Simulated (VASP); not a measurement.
# Mg8O7 (a cell with a defect) in VASP: a series of runs, part 2 of 2

VASP 6.6.1. The steps go on from the part before.

## (3) Single point, PBE

The input, INCAR:

```
SYSTEM = Mg8O7
PREC = Accurate
ENCUT = 520
EDIFF = 1E-6
ISMEAR = -1
SIGMA = 0.05
LREAL = Auto
LASPH = .True.
NELM = 80
ALGO = Normal
ISIF = 2
LWAVE = .False.
LCHARG = .False.
GGA = PE
NBANDS = 42
```

The input, KPOINTS:

```
regular mesh
0
Gamma
  3 3 3
  0 0 0
```

The input, POSCAR:

```
Mg8O7
1.0
    0.0000000000      4.3100743200      4.3100743200
    4.3100743200      0.0000000000      4.3100743200
    4.3100743200      4.3100743200      0.0000000000
Mg O
8 7
Direct
    0.0009811896     -0.0013164506      0.0015245677
    0.0010349009     -0.0013458005      0.4988425582
   -0.0002853779      0.4999807057      0.0001204156
    0.0009471994      0.5012515654      0.4989226033
    0.4983375786     -0.0013456845      0.0015162152
    0.4997022882     -0.0000039442      0.5001090097
    0.4984604303      0.5012232596      0.0014126207
    0.4983669284      0.5013049288      0.4989100745
    0.2498105416      0.2497810757      0.2501648278
    0.2497699390      0.2498407034      0.7502258105
    0.2497468536      0.7498312697      0.2501779366
    0.7497937994      0.2497924444      0.2501634357
    0.2497742313      0.7498584154      0.7501196638
    0.7497368398      0.7498437985      0.2502138989
    0.7497978596      0.7497850988      0.7502166459
```

Potentials or basis: VASP PAW PBE potentials, release 64 (Mg, O).

Launch:

```
cat potpaw_PBE.64/Mg/POTCAR potpaw_PBE.64/O/POTCAR > POTCAR
mpirun -np 1 vasp_std > vasp.out
```

OUTCAR:

```text
SYSTEM = Mg8O7
   PREC = Accurate
   ENCUT = 520
   EDIFF = 1E-6
   ISMEAR = -1
   LREAL = Auto
   LASPH = .True.
   NELM = 80
   ISIF = 2
   GGA = PE

 ion  position               nearest neighbor table
   1  0.001  0.999  0.002-  11 2.14  12 2.15  10 2.15  14 2.16  13 2.16   2 3.03   5 3.03   4 3.03
                             7 3.03   6 3.05   3 3.05   3 3.05   6 3.05   7 3.06   4 3.06   5 3.06
   2  0.001  0.999  0.499-  11 2.14   9 2.15  12 2.15  13 2.16  15 2.16   5 3.03   1 3.03   8 3.03
                             4 3.03   6 3.05   3 3.05   3 3.05   6 3.05   4 3.06   8 3.06   1 3.06
[... 857 lines left out ...]
     0.000000000  4.310074320  4.310074320    -0.116007280  0.116007280  0.116007280
     4.310074320  0.000000000  4.310074320     0.116007280 -0.116007280  0.116007280
     4.310074320  4.310074320  0.000000000     0.116007280  0.116007280 -0.116007280

 POSITION                                       TOTAL-FORCE (eV/Angst)
 -----------------------------------------------------------------------------------
      4.31097      0.01080      4.30863        -0.005370      0.011644     -0.000725
      6.45432      2.15451      4.30873        -0.011005      0.000772     -0.001604
      2.15547      4.30936      6.46380         0.000097      0.002816     -0.000616
      4.31083      2.15448      2.16451        -0.003966      0.001224      0.013415
      4.31081      2.15441      6.45215        -0.004559      0.002023     -0.009939
      6.46556      4.30926      6.46381        -0.000313      0.004003     -0.000484
      2.16640      2.15449      4.30871         0.013641      0.001040     -0.000854
      4.31100      4.29834      4.30866        -0.005803     -0.011323     -0.000516
      2.15480      2.15493      2.15328         0.004915     -0.002728      0.000664
      4.31036      4.31006      2.15336        -0.000362     -0.002738      0.000219
      4.31011      2.15471      4.30826         0.001107     -0.000507     -0.000654
      2.15485      4.30989      4.30829         0.004767     -0.001030      0.000323
      6.46502      4.30962      4.30849         0.004115      0.000007      0.000104
      4.31032      4.30986      6.46330        -0.000100     -0.001297      0.000166
      6.46512      6.46517      6.46331         0.002838     -0.003905      0.000501
 -----------------------------------------------------------------------------------
    total drift:                                0.000214      0.000017     -0.008888

  FREE ENERGIE OF THE ION-ELECTRON SYSTEM (eV)
  ---------------------------------------------------
  free  energy   TOTEN  =       -83.6253577226 eV

  energy  without entropy=      -83.6253577225  energy(sigma->0) =      -83.62535772
```

OSZICAR:

```text
N       E                     dE             d eps       ncg     rms          rms(c)
DAV:   1     0.298260045399E+03    0.29826E+03   -0.27900E+04  1184   0.124E+03
DAV:   2    -0.700843570181E+02   -0.36834E+03   -0.35779E+03  1484   0.261E+02
DAV:   3    -0.949171395353E+02   -0.24833E+02   -0.24718E+02  1438   0.720E+01
DAV:   4    -0.951202423395E+02   -0.20310E+00   -0.20292E+00  1478   0.726E+00
DAV:   5    -0.951216426571E+02   -0.14003E-02   -0.13997E-02  1432   0.586E-01    0.194E+01
DAV:   6    -0.837427308627E+02    0.11379E+02   -0.49688E+01  1386   0.320E+01    0.644E+00
DAV:   7    -0.836942196088E+02    0.48511E-01   -0.14943E+00  1436   0.545E+00    0.383E+00
DAV:   8    -0.836476520651E+02    0.46568E-01   -0.43954E-01  1360   0.448E+00    0.114E+00
DAV:   9    -0.836246271068E+02    0.23025E-01   -0.76920E-02  1452   0.141E+00    0.244E-01
DAV:  10    -0.836253341585E+02   -0.70705E-03   -0.37799E-03  1382   0.310E-01    0.103E-01
DAV:  11    -0.836253726469E+02   -0.38488E-04   -0.98210E-04  1464   0.174E-01    0.395E-02
DAV:  12    -0.836253536134E+02    0.19033E-04   -0.13132E-04  1672   0.867E-02    0.747E-03
DAV:  13    -0.836253590302E+02   -0.54168E-05   -0.29202E-05  1380   0.265E-02    0.890E-03
DAV:  14    -0.836253577884E+02    0.12418E-05   -0.35501E-06  1306   0.129E-02    0.210E-03
DAV:  15    -0.836253577226E+02    0.65867E-07   -0.13101E-06   954   0.571E-03
   1 F= -.83625358E+02 E0= -.83625358E+02  d E =-.348891E-10
```

stdout:

```text
POSCAR found type information on POSCAR MgO
 POSCAR found :  2 types and      15 ions
 scaLAPACK will be used
 LDA part: xc-table for (Slater+PW92), standard interpolation
 POSCAR, INCAR and KPOINTS ok, starting setup
 FFT: planning ... GRIDC
 FFT: planning ... GRID_SOFT
 FFT: planning ... GRID
 WAVECAR not read
 entering main loop
```

It took 7.3 min on 1 thread of AMD EPYC 7R13, shared host; peak memory 0.31 GiB.

What came out:

| Quantity | Value |
| --- | --- |
| Free energy | -83.6254 eV |
| Pressure | -3.6 GPa |
| Largest force | 0.014 eV/Å |
| Band gap on the k mesh | 2.55 eV |

Forces on the atoms (eV/Å):
```
Mg  -0.005  0.012 -0.001
Mg  -0.011  0.001 -0.002
Mg   0.000  0.003 -0.001
Mg  -0.004  0.001  0.013
Mg  -0.005  0.002 -0.010
Mg   0.000  0.004  0.000
Mg   0.014  0.001 -0.001
Mg  -0.006 -0.011 -0.001
O    0.005 -0.003  0.001
O    0.000 -0.003  0.000
O    0.001 -0.001 -0.001
O    0.005 -0.001  0.000
O    0.004  0.000  0.000
O    0.000 -0.001  0.000
O    0.003 -0.004  0.001
```

Caveat: the k points lie up to 0.42 Å⁻¹ apart.
